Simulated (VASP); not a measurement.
Set up this calculation in VASP 6.6.1, as the native input.

```yaml
Task: single point
Functional: r2SCAN
Potentials_or_basis: VASP PAW PBE potentials, release 64 (Se)
Cutoff: 520 eV
k_mesh: 4 × 4 × 4
Occupations: gaussian, width 0.1 eV
Spin: no spin polarisation
Dipole_correction: no
Further_INCAR_settings: ALGO = Normal; EDIFF = 1e-06; NBANDS = 34
```

The system is Se.

```
CELL_PARAMETERS angstrom
5.98017 0.00000 0.00000
0.00000 5.98017 0.00000
0.00000 0.00000 5.98017
ATOMIC_POSITIONS crystal
Se 0.50000 0.50000 0.50000
Se 0.00000 0.00000 0.00000
Se 0.25000 0.00000 0.50000
Se 0.50000 0.25000 0.00000
Se 0.50000 0.75000 0.00000
Se 0.75000 0.00000 0.50000
Se 0.00000 0.50000 0.75000
Se 0.00000 0.50000 0.25000
```

One way to write it, as run:

POSCAR

```
Se
1.0
    5.9801658726      0.0000000000      0.0000000000
    0.0000000000      5.9801658726      0.0000000000
    0.0000000000      0.0000000000      5.9801658726
Se
8
Direct
    0.5000000000      0.5000000000      0.5000000000
    0.0000000000      0.0000000000      0.0000000000
    0.2500000000      0.0000000000      0.5000000000
    0.5000000000      0.2500000000      0.0000000000
    0.5000000000      0.7500000000      0.0000000000
    0.7500000000      0.0000000000      0.5000000000
    0.0000000000      0.5000000000      0.7500000000
    0.0000000000      0.5000000000      0.2500000000
```

INCAR.step1

```
SYSTEM = Se
  PREC = Accurate
  ENCUT = 520
  ISMEAR = 0
  SIGMA = 0.1
  LREAL = .False.
  LASPH = .True.
  NELM = 100
  NBANDS = 34
  GGA = PE
  ALGO = Normal
  EDIFF = 1E-4
  LWAVE = .True.
  LCHARG = .False.
```

INCAR.step2

```
SYSTEM = Se
  PREC = Accurate
  ENCUT = 520
  EDIFF = 1E-6
  ISMEAR = 0
  SIGMA = 0.1
  LREAL = .False.
  LASPH = .True.
  NELM = 100
  ALGO = Normal
  ISIF = 2
  LWAVE = .False.
  LCHARG = .False.
  METAGGA = R2SCAN
  LMIXTAU = .True.
  NBANDS = 34
  ISTART = 1
```

KPOINTS

```
regular mesh
0
Gamma
  4 4 4
  0 0 0
```

Potentials or basis: VASP PAW PBE potentials, release 64 (Se).

The run is started by

```bash
$ cat potpaw_PBE.64/Se/POTCAR > POTCAR
$ cp INCAR.step1 INCAR
$ mpirun -np 1 vasp_std > vasp.out
$ cp INCAR.step2 INCAR
$ mpirun -np 1 vasp_std > vasp.out
```

It gave:

```json
{
 "Pressure": "-9.6 GPa",
 "Band gap on the k mesh": "zero (band 24 reaches 2.35 eV, above the bottom of band 25 at 1.67 eV)"
}
```

Caveat: the PAW data sets were made with another functional, which shifts forces and pressure a little.

It took 7.4 min on 1 thread of AMD EPYC 7R43 64-Core Processor (Zen 3), on a shared host, peak memory 0.32 GiB.
